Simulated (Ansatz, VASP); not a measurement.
**C: VASP beside Ansatz**

Contents of INCAR:

```
SYSTEM = C
ALGO     = Normal         ! electronic algorithm
EDIFF    = 1E-6           ! SCF threshold, eV
ENCUT    = 520            ! plane-wave cutoff, eV
GGA      = PE             ! functional
ISIF     = 2              ! what is computed and relaxed
ISMEAR   = 0              ! smearing method
LASPH    = .True.         ! aspherical terms in the spheres
LCHARG   = .False.        ! write CHGCAR
LREAL    = .False.        ! projectors in reciprocal space
LWAVE    = .False.        ! write WAVECAR
NBANDS   = 36             ! bands
NELM     = 80             ! most SCF steps
PREC     = Accurate       ! precision mode
SIGMA    = 0.1            ! smearing width, eV
```

Contents of KPOINTS:

```
k-points
0
Gamma
  6 6 4
  0 0 0
```

File POSCAR:

```
C
1.0
    4.1914123200      0.0000000000      0.0000000000
   -2.0957061600      3.6298695500      0.0000000000
    0.0000000000      0.0000000000      3.7967124000
C
12
Direct
    0.3667297700      0.2968874200      0.6494079900
    0.7031125800      0.0698423500      0.3160746600
    0.9301576500      0.6332702300      0.9827413300
    0.6332702300      0.7031125800      0.1494079900
    0.2968874200      0.9301576500      0.8160746600
    0.0698423500      0.3667297700      0.4827413300
    0.0698423500      0.7031125800      0.3505920100
    0.2968874200      0.3667297700      0.0172586700
    0.6332702300      0.9301576500      0.6839253400
    0.9301576500      0.2968874200      0.8505920100
    0.7031125800      0.6332702300      0.5172586700
    0.3667297700      0.0698423500      0.1839253400
```

Input for Ansatz:

```yaml
crystal:
  lattice:
    - [4.19141232, 0.0, 0.0]
    - [-2.09570616, 3.62986955, 0.0]
    - [0.0, 0.0, 3.7967124]
  atoms:
    - { symbol: C, position: [0.36672977, 0.29688742, 0.64940799] }
    - { symbol: C, position: [0.70311258, 0.06984235, 0.31607466] }
    - { symbol: C, position: [0.93015765, 0.63327023, 0.98274133] }
    - { symbol: C, position: [0.63327023, 0.70311258, 0.14940799] }
    - { symbol: C, position: [0.29688742, 0.93015765, 0.81607466] }
    - { symbol: C, position: [0.06984235, 0.36672977, 0.48274133] }
    - { symbol: C, position: [0.06984235, 0.70311258, 0.35059201] }
    - { symbol: C, position: [0.29688742, 0.36672977, 0.01725867] }
    - { symbol: C, position: [0.63327023, 0.93015765, 0.68392534] }
    - { symbol: C, position: [0.93015765, 0.29688742, 0.85059201] }
    - { symbol: C, position: [0.70311258, 0.63327023, 0.51725867] }
    - { symbol: C, position: [0.36672977, 0.06984235, 0.18392534] }
basis:
  ecutwfc: 420
kpoints:
  mp_grid: { grid: [6, 6, 4] }
hamiltonian:
  xc: pbe
scf:
  occupations: { method: gaussian, width: 0.1 }
  lower_state_search: "off"
output:
  forces: true
  stress: true
  eigenvalues: true
```

Alike in both runs: task single point; functional PBE; k mesh 6 × 6 × 4; occupations gaussian, width 0.1 eV; no spin polarisation.

|  | VASP | Ansatz |
| --- | --- | --- |
| version | VASP 6.6.1 | Ansatz 0.2.0 |
| potentials or method | VASP PAW PBE potentials, release 64 (C), cutoff 520 eV | scalar-relativistic, plane waves, PAW |
| valence electrons in the cell | 48 | 48 |

VASP gave:

| Quantity | Value |
| --- | --- |
| gap on the k mesh at the Fermi level (eV) | 1.78 |
| least direct gap on the mesh (eV) | 2.35 |
| rms of the force components (eV/Å) | 0.733 |

Which values does Ansatz return?

gap on the k mesh at the Fermi level (eV): 1.79; least direct gap on the mesh (eV): 2.36; rms of the force components (eV/Å): 0.749.

Atom by atom the forces differ by 0.031 eV/Å (rms over components).
